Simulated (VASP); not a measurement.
# WS2 in VASP: notebook

The runs below take WS2 through single point, with BLYP, revPBE, r2SCAN.

All numbers are computed with VASP 6.6.1; they aren't measurements. Logs are shortened: lines on timing, memory, paths and dates and some standing lists are left out, and cuts for length are marked.

**1. The cell of the first run**

The cell holds a slab with vacuum, 12 atoms: a = 3.183 Å, b = 3.183 Å, c = 35.181 Å, α = 90.00°, β = 90.00°, γ = 120.00°.

**2. Single point, BLYP**

Input file INCAR:

```
SYSTEM = WS2
PREC     = Accurate       ! precision mode
ENCUT    = 520            ! plane-wave cutoff, eV
EDIFF    = 1E-7           ! SCF threshold, eV
ISMEAR   = -1             ! smearing method
SIGMA    = 0.05           ! smearing width, eV
LREAL    = .FALSE.        ! projectors in reciprocal space
LASPH    = .TRUE.         ! aspherical terms in the spheres
NELM     = 80             ! most SCF steps
ALGO     = Normal         ! electronic algorithm
ISIF     = 2              ! what is computed and relaxed
LWAVE    = .FALSE.        ! write WAVECAR
LCHARG   = .FALSE.        ! write CHGCAR
GGA      = B5             ! functional
ALDAX    = 1.0          
AGGAX    = 1.0          
AGGAC    = 1.0          
ALDAC    = 0.0          
NBANDS   = 64             ! bands
```

Input file KPOINTS:

```
Automatic mesh
0
G
  10 10 1
  0 0 0
```

Input file POSCAR:

```
WS2
1.0
    3.1831225544      0.0000000000      0.0000000000
   -1.5915612772      2.7566649955      0.0000000000
    0.0000000000      0.0000000000     35.1805582101
W S
4 8
Direct
    0.3333333333      0.6666666667      0.5923166100
    0.3333333333      0.6666666667      0.2234000000
    0.6666666667      0.3333333333      0.7766000000
    0.6666666667      0.3333333333      0.4076833900
    0.3333333333      0.6666666667      0.8211496400
    0.3333333333      0.6666666667      0.4520236900
    0.6666666667      0.3333333333      0.6366210700
    0.6666666667      0.3333333333      0.2677418400
    0.3333333333      0.6666666667      0.7322581600
    0.3333333333      0.6666666667      0.3633789300
    0.6666666667      0.3333333333      0.5479763100
    0.6666666667      0.3333333333      0.1788503600
```

Potentials or basis: VASP PAW PBE potentials, release 64 (W_sv, S).

Launch:

```sh
$ cat potpaw_PBE.64/W_sv/POTCAR potpaw_PBE.64/S/POTCAR > POTCAR
$ mpirun -np 1 vasp_std > vasp.out
```

OUTCAR:

```text
SYSTEM = WS2
   PREC = Accurate
   ENCUT = 520
   EDIFF = 1E-7
   ISMEAR = -1
   LREAL = .FALSE.
   LASPH = .TRUE.
   NELM = 80
   ISIF = 2
   GGA = B5

 ion  position               nearest neighbor table
   1  0.333  0.667  0.592-   7 2.41   7 2.41   7 2.41  11 2.41  11 2.41  11 2.41
   2  0.333  0.667  0.223-   8 2.41   8 2.41   8 2.41  12 2.42  12 2.42  12 2.42
   3  0.667  0.333  0.777-   9 2.41   9 2.41   9 2.41   5 2.42   5 2.42   5 2.42
   4  0.667  0.333  0.408-  10 2.41  10 2.41  10 2.41   6 2.41   6 2.41   6 2.41
   5  0.333  0.667  0.821-   3 2.42   3 2.42   3 2.42
   6  0.333  0.667  0.452-   4 2.41   4 2.41   4 2.41
   7  0.667  0.333  0.637-   1 2.41   1 2.41   1 2.41
   8  0.667  0.333  0.268-   2 2.41   2 2.41   2 2.41
   9  0.333  0.667  0.732-   3 2.41   3 2.41   3 2.41
  10  0.333  0.667  0.363-   4 2.41   4 2.41   4 2.41
  11  0.667  0.333  0.548-   1 2.41   1 2.41   1 2.41
  12  0.667  0.333  0.179-   2 2.42   2 2.42   2 2.42

  LATTYP: Found a hexagonal cell.
 ALAT       =     3.1831225544
 C/A-ratio  =    11.0522160579

  Lattice vectors:

 A1 = (   3.1831225544,   0.0000000000,   0.0000000000)
 A2 = (  -1.5915612772,   2.7566649955,   0.0000000000)
 A3 = (   0.0000000000,   0.0000000000,  35.1805582101)

Analysis of symmetry for initial positions (statically):
=====================================================================
 Subroutine PRICEL returns:
 Original cell was already a primitive cell.

 Routine SETGRP: Setting up the symmetry group for a
 hexagonal supercell.

 Subroutine GETGRP returns: Found 12 space group operations
 (whereof 12 operations were pure point group operations)
 out of a pool of 24 trial point group operations.

The static configuration has the point symmetry D_3d.

Analysis of symmetry for dynamics (positions and initial velocities):
=====================================================================
 Subroutine PRICEL returns:
 Original cell was already a primitive cell.

 Routine SETGRP: Setting up the symmetry group for a
 hexagonal supercell.

 Subroutine GETGRP returns: Found 12 space group operations
 (whereof 12 operations were pure point group operations)
 out of a pool of 24 trial point group operations.

The dynamic configuration has the point symmetry D_3d.

 Subroutine INISYM returns: Found 12 space group operations
 (whereof 12 operations are pure point group operations),
 and found     1 'primitive' translations

----------------------------------------------------------------------------------------

                                     Primitive cell

  volume of cell :     308.7025

  direct lattice vectors                    reciprocal lattice vectors
     3.183122554  0.000000000  0.000000000     0.314156927  0.181378586  0.000000000
    -1.591561277  2.756664995  0.000000000     0.000000000  0.362757173  0.000000000
     0.000000000  0.000000000 35.180558210     0.000000000  0.000000000  0.028424791

  length of vectors
     3.183122554  3.183122554 35.180558210     0.362757173  0.362757173  0.028424791

  position of ions in fractional coordinates (direct lattice)
     0.333333333  0.666666667  0.592316610
     0.333333333  0.666666667  0.223400000
     0.666666667  0.333333333  0.776600000
     0.666666667  0.333333333  0.407683390
     0.333333333  0.666666667  0.821149640
     0.333333333  0.666666667  0.452023690
     0.666666667  0.333333333  0.636621070
     0.666666667  0.333333333  0.267741840
     0.333333333  0.666666667  0.732258160
     0.333333333  0.666666667  0.363378930
     0.666666667  0.333333333  0.547976310
     0.666666667  0.333333333  0.178850360

  ion indices of the primitive-cell ions
   primitive index   ion index
                 1           1
                 2           2
                 3           3
                 4           4
                 5           5
                 6           6
                 7           7
                 8           8
                 9           9
                10          10
                11          11
                12          12

----------------------------------------------------------------------------------------

 KPOINTS: Automatic mesh

Automatic generation of k-mesh.
 Grid dimensions read from file:
 generate k-points for:   10   10    1

 Generating k-lattice:

  Cartesian coordinates                     Fractional coordinates (reciprocal lattice)
     0.031415693  0.018137859  0.000000000     0.100000000  0.000000000  0.000000000
     0.000000000  0.036275717  0.000000000     0.000000000  0.100000000  0.000000000
     0.000000000  0.000000000  0.028424791     0.000000000  0.000000000  1.000000000

  Length of vectors
     0.036275717  0.036275717  0.028424791

  Shift w.r.t. Gamma in fractional coordinates (k-lattice)
     0.000000000  0.000000000  0.000000000

 Subroutine IBZKPT returns following result:
 ===========================================

 Found     14 irreducible k-points:

 Following reciprocal coordinates:
            Coordinates               Weight
  0.000000  0.000000  0.000000      1.000000
  0.100000  0.000000  0.000000      6.000000
  0.200000  0.000000  0.000000      6.000000
  0.300000  0.000000  0.000000      6.000000
  0.400000 -0.000000  0.000000      6.000000
  0.500000  0.000000  0.000000      3.000000
  0.100000  0.100000  0.000000      6.000000
  0.200000  0.100000  0.000000     12.000000
  0.300000  0.100000  0.000000     12.000000
  0.400000  0.100000  0.000000     12.000000
  0.200000  0.200000  0.000000      6.000000
  0.300000  0.200000  0.000000     12.000000
  0.400000  0.200000  0.000000      6.000000
  0.300000  0.300000  0.000000      6.000000
   k-points           NKPTS =     14   k-points in BZ     NKDIM =     14   number of bands    NBANDS=     64
   number of dos      NEDOS =    301   number of ions     NIONS =     12
   total plane-waves  NPLWV = 155520
   dimension x,y,z NGX =    24 NGY =   24 NGZ =  270
   dimension x,y,z NGXF=    48 NGYF=   48 NGZF=  540
   ions per type =               4   8
   NGX,Y,Z   is equivalent  to a cutoff of  12.53, 12.53, 12.76 a.u.
   NGXF,Y,Z  is equivalent  to a cutoff of  25.07, 25.07, 25.52 a.u.
 SYSTEM =  WS2
   PREC   = accura    normal or accurate (medium, high low for compatibility)
   ISTART =      0    job   : 0-new  1-cont  2-samecut
   ICHARG =      2    charge: 1-file 2-atom 10-const
   ISPIN  =      1    spin polarized calculation?
   LNONCOLLINEAR =      F non collinear calculations
   LSORBIT =      F    spin-orbit coupling
   LASPH  =      T    aspherical Exc in radial PAW
   ENCUT  =  520.0 eV  38.22 Ry    6.18 a.u.   5.92  5.92 65.41*2*pi/ulx,y,z
   NELM   =     80;   NELMIN=  2; NELMDL= -5     # of ELM steps
   EDIFF  = 0.1E-06   stopping-criterion for ELM
   LREAL  =      F    real-space projection
   EDIFFG = 0.1E-05   stopping-criterion for IOM
   NSW    =      0    number of steps for IOM
   IBRION =     -1    ionic relax: 0-MD 1-quasi-New 2-CG
   NFREE  =      0    steps in history (QN), initial steepest desc. (CG)
   ISIF   =      2    stress and relaxation
   ISYM   =      2    0-nonsym 1-usesym 2-fastsym
   POTIM  = 0.5000    time-step for ionic-motion
   TEBEG  =    0.0;   TEEND  =   0.0 temperature during run
   PSTRESS=    0.0 pullay stress
   NELECT =     104.0000    total number of electrons
   NUPDOWN=      -1.0000    fix difference up-down
   EMIN   =  10.00;   EMAX   =-10.00  energy-range for DOS
   EFERMI =   0.00;   METHOD = LEGACY
   ISMEAR =    -1;   SIGMA  =   0.05  broadening in eV -4-tet -1-fermi 0-gaus
   EFERMI_NEDOS =   21; number of points for ismear=-14 and -15
   IALGO  =     38    algorithm
   IMIX   =      4    mixing-type and parameters
     AMIX     =   0.40;   BMIX     =  1.00
     AMIX_MAG =   1.60;   BMIX_MAG =  1.00
  volume/ion in A,a.u.               =      25.73       173.60
  Fermi-wavevector in a.u.,A,eV,Ry     =   1.139128  2.152640 17.655096  1.297613
  Thomas-Fermi vector in A             =   2.275832
   LORBIT       =      0    0 simple, 1 ext, 2 COOP (PROOUT), +10 PAW based schemes
   GGA     = B5    functional components
   LHFCALC =     F    Hartree Fock is set to
   AEXX    =    0.0000 exact exchange contribution
   IVDW    =     0    specifies the selected vdW correction
   LEPSILON=     F    determine dielectric tensor
   LRPA    =     F    only Hartree local field effects (RPA)
 non-spin polarized calculation
  energy-cutoff  :      520.00
  volume of cell :      308.70
 maximum number of plane-waves:      8358
 NGX is ok and might be reduce to    24
   NGX = 11   NGY = 11   NGZ =131

 number of electron     104.0000001 magnetization

 Free energy of the ion-electron system (eV)
  ---------------------------------------------------
  ext. energy  EPLUGINS =         0.00000000
  ---------------------------------------------------
  free energy    TOTEN  =       -83.51252528 eV

  energy without entropy =      -83.51252520  energy(sigma->0) =      -83.51252524

 E-fermi :   4.3960     XC(G=0):  -7.5599

 val. band max:        3.7497216410   @ k =   0.0000   0.0000   0.0000
 cond. band min:       5.1877094498   @ k =   0.2000   0.2000   0.0000
 fundamental gap:      1.4379878088
 Fermi energy:         4.3959936810

 k-point     1 :       0.0000    0.0000    0.0000
  band No.  band energies     occupation
      1     -70.3161      2.00000
      2     -70.3161      2.00000
      3     -70.3157      2.00000
      4     -70.3157      2.00000
      5     -34.8122      2.00000
      6     -34.8122      2.00000
[... 56 lines left out ...]
     63       6.3142      0.00000
     64       6.3209      0.00000

 k-point     2 :       0.1000    0.0000    0.0000
  band No.  band energies     occupation
      1     -70.3145      2.00000
      2     -70.3145      2.00000
      3     -70.3141      2.00000
      4     -70.3141      2.00000
      5     -34.8063      2.00000
      6     -34.8063      2.00000
[... 860 lines left out ...]
     63       7.1726      0.00000
     64       7.2093      0.00000

------------------------ aborting loop because EDIFF is reached ----------------------------------------

  FORCE on cell =-STRESS in cart. coord.  units (eV):
  Direction    XX          YY          ZZ          XY          YZ          ZX
  --------------------------------------------------------------------------------------
  -------------------------------------------------------------------------------------
  Total       13.1293858     13.1293858     10.7732874      0.0000000      0.0000000      0.0000000
  in kB       68.1420063     68.1420063     55.9137670      0.0000000      0.0000000      0.0000000
  external PRESSURE =      64.0659265 kB  Pullay stress =       0.0000000 kB

 VOLUME and BASIS-vectors are now :
 -----------------------------------------------------------------------------
  energy-cutoff  :      520.00
  volume of cell :      308.70
      direct lattice vectors                 reciprocal lattice vectors
     3.183122554  0.000000000  0.000000000     0.314156927  0.181378586  0.000000000
    -1.591561277  2.756664995  0.000000000     0.000000000  0.362757173  0.000000000
     0.000000000  0.000000000 35.180558210     0.000000000  0.000000000  0.028424791

 POSITION                                       TOTAL-FORCE (eV/Angst)
 -----------------------------------------------------------------------------------
     -0.00000      1.83778     20.83803         0.000000      0.000000     -0.021140
     -0.00000      1.83778      7.85934         0.000000     -0.000000     -0.140843
      1.59156      0.91889     27.32122        -0.000000      0.000000      0.140843
      1.59156      0.91889     14.34253        -0.000000      0.000000      0.021140
     -0.00000      1.83778     28.88850        -0.000000      0.000000      0.653176
     -0.00000      1.83778     15.90245         0.000000      0.000000      0.687604
      1.59156      0.91889     22.39668        -0.000000      0.000000      0.705702
      1.59156      0.91889      9.41931         0.000000      0.000000      0.665854
     -0.00000      1.83778     25.76125        -0.000000      0.000000     -0.665854
     -0.00000      1.83778     12.78387         0.000000     -0.000000     -0.705702
      1.59156      0.91889     19.27811        -0.000000     -0.000000     -0.687604
      1.59156      0.91889      6.29206         0.000000     -0.000000     -0.653176
 -----------------------------------------------------------------------------------
    total drift:                                0.000000     -0.000000      0.000000

  FREE ENERGIE OF THE ION-ELECTRON SYSTEM (eV)
  ---------------------------------------------------
  free  energy   TOTEN  =       -83.5125252824 eV

  energy  without entropy=      -83.5125251979  energy(sigma->0) =      -83.51252524
```

Wall time 16 min (1 thread of Intel Xeon Platinum 8259CL at 2.50GHz (Skylake/Cascade Lake), shared host); peak memory 0.49 GiB.

What came out:

```
Free energy            : -83.5125 eV
Largest force          : 0.706 eV/Å
Band gap on the k mesh : 1.44 eV (least direct gap 2.11 eV)
```

Forces in eV/Å, atoms in the order of the input:
```
W    0.000  0.000 -0.021
W    0.000  0.000 -0.141
W    0.000  0.000  0.141
W    0.000  0.000  0.021
S    0.000  0.000  0.653
S    0.000  0.000  0.688
S    0.000  0.000  0.706
S    0.000  0.000  0.666
S    0.000  0.000 -0.666
S    0.000  0.000 -0.706
S    0.000  0.000 -0.688
S    0.000  0.000 -0.653
```

Levels at points of the mesh, in eV from the valence-band top:
| k point | band 48 | band 49 | band 50 | band 51 | band 52 | band 53 | band 54 | band 55 | band 56 | band 57 |
| --- | --- | --- | --- | --- | --- | --- | --- | --- | --- | --- |
| (0.00, 0.00, 0.00) | -1.88 | -0.74 | -0.47 | -0.18 | 0.00 | 2.43 | 2.43 | 2.43 | 2.43 | 2.44 |
| (0.50, 0.00, 0.00) | -1.70 | -1.33 | -1.30 | -1.28 | -1.26 | 2.32 | 2.33 | 2.34 | 2.34 | 2.74 |

Caveat: there is no dipole correction, which matters where the two faces differ; the PAW data sets were made with another functional, which shifts forces and pressure a little; spin-orbit coupling is left out, which moves the levels of the heavy elements.

(Part 1 of 2 ends here.)
